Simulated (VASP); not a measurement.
Here is a VASP 6.6.1 calculation.

File INCAR:

```
  ALGO = Normal
  EDIFF = 1E-7
  ENCUT = 520
  GGA = PE
  ISIF = 2
  ISMEAR = 0
  ISPIN = 2
  LASPH = True
  LCHARG = False
  LDAU = True
  LDAUJ = 0
  LDAUL = 3
  LDAUPRINT = 1
  LDAUTYPE = 2
  LDAUU = 6
  LMAXMIX = 6
  LORBIT = 11
  LREAL = False
  LWAVE = False
  MAGMOM = 8.25 8.25
  NBANDS = 29
  NELM = 150
  PREC = Accurate
  SIGMA = 0.05
```

KPOINTS

```
k-points
0
Gamma
  14 14 8
```

File POSCAR:

```
Gd
1.0
    3.6533757616      0.0000000000      0.0000000000
   -1.8266878808      3.1639162191      0.0000000000
    0.0000000000      0.0000000000      5.8476014095
Gd
2
Direct
    0.3333333333      0.6666666667      0.2500000000
    0.6666666667      0.3333333333      0.7500000000
```

Potentials or basis: VASP PAW PBE potentials, release 64 (Gd).

The run is started by

```console
$ cat potpaw_PBE.64/Gd/POTCAR > POTCAR
$ mpirun -np 1 vasp_std > vasp.out
```

**Question.** Predict the site moments.

**Answer.** Gd +7.11 μB.

**Question.** Estimate the net moment.

**Answer.** 15.59 μB per cell.

Eigenvalues of the final occupation matrices:
| site | spin | trace | eigenvalues |
| --- | --- | --- | --- |
| site 1 f | 1 | 6.93 | 0.99 0.99 0.99 0.99 0.99 0.99 0.99 |
| site 1 f | 2 | 0.00 | 0.00 0.00 0.00 0.00 0.00 0.00 0.00 |
| site 2 f | 1 | 6.93 | 0.99 0.99 0.99 0.99 0.99 0.99 0.99 |
| site 2 f | 2 | 0.00 | 0.00 0.00 0.00 0.00 0.00 0.00 0.00 |

Caveat: spin-orbit coupling is left out, which moves the levels of the heavy elements. The state reached can hang on the start; a lower one may exist.
